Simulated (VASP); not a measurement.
Set up this calculation in VASP 6.6.1, as the native input.

- Task: single point
- Functional: PBEsol
- Potentials or basis: VASP PAW PBE potentials, release 64 (Mo_sv, S)
- Cutoff: 520 eV
- k mesh: 12 × 12 × 4
- Occupations: fermi-dirac, width 0.1 eV
- Spin: no spin polarisation
- Dipole correction: no
- Further INCAR settings: ALGO = Normal; EDIFF = 1e-06; NBANDS = 35

The structure of MoS2 lies in POSCAR:

```
MoS2
1.0
    3.1414593385      0.0000000000      0.0000000000
   -1.5707296693      2.7205835921      0.0000000000
    0.0000000000      0.0000000000     12.5714906027
Mo S
2 4
Direct
    0.3333333333      0.6666666667      0.2500000000
    0.6666666667      0.3333333333      0.7500000000
    0.3333333333      0.6666666667      0.6259912570
    0.6666666667      0.3333333333      0.1259912570
    0.3333333333      0.6666666667      0.8740087430
    0.6666666667      0.3333333333      0.3740087430
```

The input as run:

INCAR

```
  ALGO = Normal
  EDIFF = 1E-6
  ENCUT = 520
  GGA = PS
  ISIF = 2
  ISMEAR = -1
  LASPH = True
  LCHARG = False
  LREAL = False
  LWAVE = False
  NBANDS = 35
  NELM = 60
  PREC = Accurate
  SIGMA = 0.1
```

KPOINTS

```
k-points
0
Gamma
  12 12 4
```

Potentials or basis: VASP PAW PBE potentials, release 64 (Mo_sv, S).

The run is started by

```console
$ cat potpaw_PBE.64/Mo_sv/POTCAR potpaw_PBE.64/S/POTCAR > POTCAR
$ mpirun -np 1 vasp_std > vasp.out
```

Results of the run:

```yaml
Pressure: 0.0 GPa
Band_gap_on_the_k_mesh: 0.99 eV, indirect (least direct gap 1.74 eV)
```

Caveat: the PAW data sets were made with another functional, which shifts forces and pressure a little; this functional lacks dispersion, which binds the layers, so the pressure and a relaxed spacing across them are unreliable.

Run time: 2 min on 1 thread of Intel(R) Xeon(R) Platinum 8488C (Sapphire Rapids), on a shared host, peak memory 0.32 GiB.
